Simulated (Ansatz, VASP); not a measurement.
## NiO2: VASP beside Ansatz

File POSCAR:

```
NiO2
1.0
    2.9121517351      0.0000000000      0.0000000000
   -1.4560758676      2.5219973823      0.0000000000
    0.0000000000      0.0000000000     10.5552700000
Ni O
2 4
Direct
    0.0000000000      0.0000000000      0.0000000000
    0.0000000000      0.0000000000      0.5000000000
    0.6666666700      0.3333333300      0.0890790000
    0.6666666700      0.3333333300      0.4109210000
    0.3333333300      0.6666666700      0.9109210000
    0.3333333300      0.6666666700      0.5890790000
```

The input INCAR.step1:

```
PREC = Accurate
ENCUT = 770
ISMEAR = 0
SIGMA = 0.02
LREAL = F
LASPH = T
NELM = 120
NBANDS = 39
GGA = PE
ALGO = Normal
EDIFF = 1E-5
LWAVE = T
LCHARG = F
GGA_COMPAT = F
```

File INCAR.step2:

```
PREC = Accurate
ENCUT = 770
EDIFF = 1E-6
ISMEAR = 0
SIGMA = 0.02
LREAL = F
LASPH = T
NELM = 120
ALGO = Normal
ISIF = 2
LWAVE = F
LCHARG = T
METAGGA = R2SCAN
LMIXTAU = T
LELF = T
LVHAR = T
NBANDS = 39
ISTART = 1
GGA_COMPAT = F
```

The input KPOINTS:

```
regular mesh
0
Gamma
  12 12 4
```

Input for Ansatz:

```yaml
crystal:
  lattice:
    - [2.9121517351, 0.0, 0.0]
    - [-1.4560758676, 2.5219973823, 0.0]
    - [0.0, 0.0, 10.55527]
  atoms:
    - { symbol: Ni, position: [0.0, 0.0, 0.0] }
    - { symbol: Ni, position: [0.0, 0.0, 0.5] }
    - { symbol: O, position: [0.66666667, 0.33333333, 0.089079] }
    - { symbol: O, position: [0.66666667, 0.33333333, 0.410921] }
    - { symbol: O, position: [0.33333333, 0.66666667, 0.910921] }
    - { symbol: O, position: [0.33333333, 0.66666667, 0.589079] }
basis:
  ecutwfc: 500
kpoints:
  mp_grid: { grid: [12, 12, 4] }
hamiltonian:
  xc: r2scan
scf:
  occupations: { method: gaussian, width: 0.02 }
output:
  forces: true
  stress: true
  eigenvalues: true
  populations: true
  write_density: true
  write_potential: true
  elf: true
  volumetric_format: npy
```

Alike in both runs: task single point; functional r2SCAN; k mesh 12 × 12 × 4; occupations gaussian, width 0.02 eV; no spin polarisation.

```csv
,VASP,Ansatz
version,VASP 6.6.1,Ansatz 0.2.0
potentials or method,"VASP PAW PBE potentials, release 64 (Ni_sv_GW, O), cutoff 770 eV","scalar-relativistic, plane waves, PAW"
valence electrons in the cell,60,60
```

```tsv
	VASP	Ansatz	Ansatz less VASP
gap on the k mesh at the Fermi level (eV)	1.40	1.41	+0.015
least direct gap on the mesh (eV)	1.50	1.51	+0.013
pressure (GPa)	-15.9	-16.1	-0.25
traceless stress, the component that is largest in VASP (GPa)	8.13	8.46	+0.329
rms of the force components (eV/Å)	0.436	0.451	+0.0153
```

VASP's potentials were made for PBE, not for r2SCAN. Atom by atom the forces differ by 0.015 eV/Å (rms over components).
